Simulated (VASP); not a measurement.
# TiN (Fm-3m) in VASP: further runs, part 2 of 2

VASP 6.6.1. The steps go on from the part before.

## Step 3: Single point, PBEsol

This run uses another cell than the first one, of 8.54 Å³/atom, 1.065 times its volume.

The input, INCAR:

```
ALGO = Normal
EDIFF = 1E-7
ENCUT = 520
GGA = PS
ISIF = 2
ISMEAR = 0
LASPH = T
LCHARG = T
LELF = T
LREAL = F
LVHAR = T
LWAVE = F
NBANDS = 16
NELM = 80
PREC = Accurate
SIGMA = 0.1
```

The input, KPOINTS:

```
k-points
0
Gamma
  18 18 18
```

The input, POSCAR:

```
TiN
1.0
    0.0000000000      2.0441049850      2.0441049850
    2.0441049850      0.0000000000      2.0441049850
    2.0441049850      2.0441049850      0.0000000000
Ti N
1 1
Direct
    0.0000000000      0.0000000000      0.0000000000
    0.5000000000      0.5000000000      0.5000000000
```

Potentials or basis: VASP PAW PBE potentials, release 64 (Ti_sv, N).

Started as:

```bash
cat potpaw_PBE.64/Ti_sv/POTCAR potpaw_PBE.64/N/POTCAR > POTCAR
mpirun -np 1 vasp_std > vasp.out
```

OUTCAR:

```text
EDIFF = 1E-7
   ENCUT = 520
   GGA = PS
   ISIF = 2
   ISMEAR = 0
   LASPH = T
   LREAL = F
   NELM = 80
   PREC = Accurate

 ion  position               nearest neighbor table
   1  0.000  0.000  0.000-   2 2.04   2 2.04   2 2.04   2 2.04   2 2.04   2 2.04
   2  0.500  0.500  0.500-   1 2.04   1 2.04   1 2.04   1 2.04   1 2.04   1 2.04

  LATTYP: Found a face centered cubic cell.
 ALAT       =     4.0882099700

  Lattice vectors:

 A1 = (   0.0000000000,   2.0441049850,   2.0441049850)
 A2 = (   2.0441049850,   0.0000000000,   2.0441049850)
 A3 = (   2.0441049850,   2.0441049850,   0.0000000000)

Analysis of symmetry for initial positions (statically):
=====================================================================
 Subroutine PRICEL returns:
 Original cell was already a primitive cell.

 Routine SETGRP: Setting up the symmetry group for a
 face centered cubic supercell.

 Subroutine GETGRP returns: Found 48 space group operations
 (whereof 48 operations were pure point group operations)
 out of a pool of 48 trial point group operations.

The static configuration has the point symmetry O_h .

Analysis of symmetry for dynamics (positions and initial velocities):
=====================================================================
 Subroutine PRICEL returns:
 Original cell was already a primitive cell.

 Routine SETGRP: Setting up the symmetry group for a
 face centered cubic supercell.

 Subroutine GETGRP returns: Found 48 space group operations
 (whereof 48 operations were pure point group operations)
 out of a pool of 48 trial point group operations.

The dynamic configuration has the point symmetry O_h .

 Subroutine INISYM returns: Found 48 space group operations
 (whereof 48 operations are pure point group operations),
 and found     1 'primitive' translations

----------------------------------------------------------------------------------------

                                     Primitive cell

  volume of cell :      17.0820

  direct lattice vectors                    reciprocal lattice vectors
     0.000000000  2.044104985  2.044104985    -0.244605832  0.244605832  0.244605832
     2.044104985  0.000000000  2.044104985     0.244605832 -0.244605832  0.244605832
     2.044104985  2.044104985  0.000000000     0.244605832  0.244605832 -0.244605832

  length of vectors
     2.890800993  2.890800993  2.890800993     0.423669728  0.423669728  0.423669728

  position of ions in fractional coordinates (direct lattice)
     0.000000000  0.000000000  0.000000000
     0.500000000  0.500000000  0.500000000

  ion indices of the primitive-cell ions
   primitive index   ion index
                 1           1
                 2           2

----------------------------------------------------------------------------------------

 KPOINTS: k-points

Automatic generation of k-mesh.
 Grid dimensions read from file:
 generate k-points for:   18   18   18

 Generating k-lattice:

  Cartesian coordinates                     Fractional coordinates (reciprocal lattice)
    -0.013589213  0.013589213  0.013589213     0.055555556  0.000000000  0.000000000
     0.013589213 -0.013589213  0.013589213     0.000000000  0.055555556  0.000000000
     0.013589213  0.013589213 -0.013589213     0.000000000  0.000000000  0.055555556

  Length of vectors
     0.023537207  0.023537207  0.023537207

  Shift w.r.t. Gamma in fractional coordinates (k-lattice)
     0.000000000  0.000000000  0.000000000

 Subroutine IBZKPT returns following result:
 ===========================================

 Found    195 irreducible k-points:

 Following reciprocal coordinates:
            Coordinates               Weight
  0.000000  0.000000  0.000000      1.000000
  0.055556  0.000000  0.000000      8.000000
  0.111111  0.000000  0.000000      8.000000
  0.166667  0.000000  0.000000      8.000000
  0.222222  0.000000  0.000000      8.000000
  0.277778  0.000000  0.000000      8.000000
[... 16 lines left out ...]
 -0.277778  0.055556  0.000000     24.000000
 -0.222222  0.055556  0.000000     24.000000
 [... further k-points ...]
   k-points           NKPTS =    195   k-points in BZ     NKDIM =    195   number of bands    NBANDS=     16
   number of dos      NEDOS =    301   number of ions     NIONS =      2
   total plane-waves  NPLWV =  13824
   dimension x,y,z NGX =    24 NGY =   24 NGZ =   24
   dimension x,y,z NGXF=    48 NGYF=   48 NGZF=   48
   ions per type =               1   1
   NGX,Y,Z   is equivalent  to a cutoff of  13.80, 13.80, 13.80 a.u.
   NGXF,Y,Z  is equivalent  to a cutoff of  27.60, 27.60, 27.60 a.u.
 SYSTEM =  unknown system
   PREC   = accura    normal or accurate (medium, high low for compatibility)
   ISTART =      0    job   : 0-new  1-cont  2-samecut
   ICHARG =      2    charge: 1-file 2-atom 10-const
   ISPIN  =      1    spin polarized calculation?
   LNONCOLLINEAR =      F non collinear calculations
   LSORBIT =      F    spin-orbit coupling
   LASPH  =      T    aspherical Exc in radial PAW
   ENCUT  =  520.0 eV  38.22 Ry    6.18 a.u.   5.37  5.37  5.37*2*pi/ulx,y,z
   NELM   =     80;   NELMIN=  2; NELMDL= -5     # of ELM steps
   EDIFF  = 0.1E-06   stopping-criterion for ELM
   LREAL  =      F    real-space projection
   EDIFFG = 0.1E-05   stopping-criterion for IOM
   NSW    =      0    number of steps for IOM
   IBRION =     -1    ionic relax: 0-MD 1-quasi-New 2-CG
   NFREE  =      0    steps in history (QN), initial steepest desc. (CG)
   ISIF   =      2    stress and relaxation
   ISYM   =      2    0-nonsym 1-usesym 2-fastsym
   POTIM  = 0.5000    time-step for ionic-motion
   TEBEG  =    0.0;   TEEND  =   0.0 temperature during run
   PSTRESS=    0.0 pullay stress
   NELECT =      17.0000    total number of electrons
   NUPDOWN=      -1.0000    fix difference up-down
   EMIN   =  10.00;   EMAX   =-10.00  energy-range for DOS
   EFERMI =   0.00;   METHOD = LEGACY
   ISMEAR =     0;   SIGMA  =   0.10  broadening in eV -4-tet -1-fermi 0-gaus
   EFERMI_NEDOS =   21; number of points for ismear=-14 and -15
   IALGO  =     38    algorithm
   IMIX   =      4    mixing-type and parameters
     AMIX     =   0.40;   BMIX     =  1.00
     AMIX_MAG =   1.60;   BMIX_MAG =  1.00
  volume/ion in A,a.u.               =       8.54        57.64
  Fermi-wavevector in a.u.,A,eV,Ry     =   1.634474  3.088707 36.348023  2.671504
  Thomas-Fermi vector in A             =   2.726107
   LORBIT       =      0    0 simple, 1 ext, 2 COOP (PROOUT), +10 PAW based schemes
   GGA     = PS    functional components
   LHFCALC =     F    Hartree Fock is set to
   AEXX    =    0.0000 exact exchange contribution
   IVDW    =     0    specifies the selected vdW correction
   LEPSILON=     F    determine dielectric tensor
   LRPA    =     F    only Hartree local field effects (RPA)
 non-spin polarized calculation
 Gauss-broadening in eV      SIGMA  =   0.10
  energy-cutoff  :      520.00
  volume of cell :       17.08
 maximum number of plane-waves:       474
 NGX is ok and might be reduce to    24
   NGX = 11   NGY = 11   NGZ = 11

 number of electron      17.0000003 magnetization

 Free energy of the ion-electron system (eV)
  ---------------------------------------------------
  ext. energy  EPLUGINS =         0.00000000
  ---------------------------------------------------
  free energy    TOTEN  =       -20.64587610 eV

  energy without entropy =      -20.64235007  energy(sigma->0) =      -20.64411308

 E-fermi :  12.8623     XC(G=0): -13.8452

 val. band max:       12.8224273092   @ k =  -0.3889   0.3333   0.0556
 cond. band min:      12.8681510107   @ k =   0.4444   0.2222   0.1111
 fundamental gap:      0.0457237015
 Fermi energy:        12.8622934740

 k-point     1 :       0.0000    0.0000    0.0000
  band No.  band energies     occupation
      1     -44.5897      2.00000
      2     -20.5671      2.00000
      3     -20.5671      2.00000
      4     -20.5671      2.00000
      5      -4.8474      2.00000
      6      10.7085      2.00000
[... 8 lines left out ...]
     15      26.2550      0.00000
     16      34.1828      0.00000
[... 419 lines left out ...]
 k-point    24 :      -0.2222    0.0556    0.0000
  band No.  band energies     occupation
      1     -44.5107      2.00000
      2     -21.0508      2.00000
      3     -20.6378      2.00000
      4     -20.5916      2.00000
      5      -3.5784      2.00000
      6       6.9471      2.00000
[... 8 lines left out ...]
     15      26.6984      0.00000
     16      31.2303      0.00000

 [... further k-points ...]

------------------------ aborting loop because EDIFF is reached ----------------------------------------

  FORCE on cell =-STRESS in cart. coord.  units (eV):
  Direction    XX          YY          ZZ          XY          YZ          ZX
  --------------------------------------------------------------------------------------
  -------------------------------------------------------------------------------------
  Total        3.2543385      3.2543385      3.2543385      0.0000000     -0.0000000      0.0000000
  in kB      305.2345707    305.2345707    305.2345707      0.0000000     -0.0000000      0.0000000
  external PRESSURE =     305.2345707 kB  Pullay stress =       0.0000000 kB

 VOLUME and BASIS-vectors are now :
 -----------------------------------------------------------------------------
  energy-cutoff  :      520.00
  volume of cell :       17.08
      direct lattice vectors                 reciprocal lattice vectors
     0.000000000  2.044104985  2.044104985    -0.244605832  0.244605832  0.244605832
     2.044104985  0.000000000  2.044104985     0.244605832 -0.244605832  0.244605832
     2.044104985  2.044104985  0.000000000     0.244605832  0.244605832 -0.244605832

 POSITION                                       TOTAL-FORCE (eV/Angst)
 -----------------------------------------------------------------------------------
      0.00000      0.00000      0.00000         0.000000      0.000000      0.000000
      2.04410      2.04410      2.04410         0.000000      0.000000      0.000000
 -----------------------------------------------------------------------------------
    total drift:                                0.000000     -0.000000     -0.000000

  FREE ENERGIE OF THE ION-ELECTRON SYSTEM (eV)
  ---------------------------------------------------
  free  energy   TOTEN  =       -20.6458760990 eV

  energy  without entropy=      -20.6423500692  energy(sigma->0) =      -20.64411308
```

stdout:

```text
POSCAR found type information on POSCAR TiN
 POSCAR found :  2 types and       2 ions
 scaLAPACK will be used
 -----------------------------------------------------------------------------
|                                                                             |
|                                                                             |
|     You enforced a specific xc type in the INCAR file but a different       |
|     I HOPE YOU KNOW WHAT YOU ARE DOING!                                     |
|                                                                             |
 -----------------------------------------------------------------------------

 LDA part: xc-table for (Slater+PW92), standard interpolation
 POSCAR, INCAR and KPOINTS ok, starting setup
 FFT: planning ... GRIDC
 FFT: planning ... GRID_SOFT
 FFT: planning ... GRID
 WAVECAR not read
 entering main loop
```

It took 24 s on 1 thread of Intel Xeon 6975P-C (Granite Rapids), shared host; peak memory 0.18 GiB.

Results:

| Quantity | Value |
| --- | --- |
| Free energy | -20.6459 eV |
| Pressure | 30.5 GPa |

Caveat: the PAW data sets were made with another functional, which shifts forces and pressure a little.
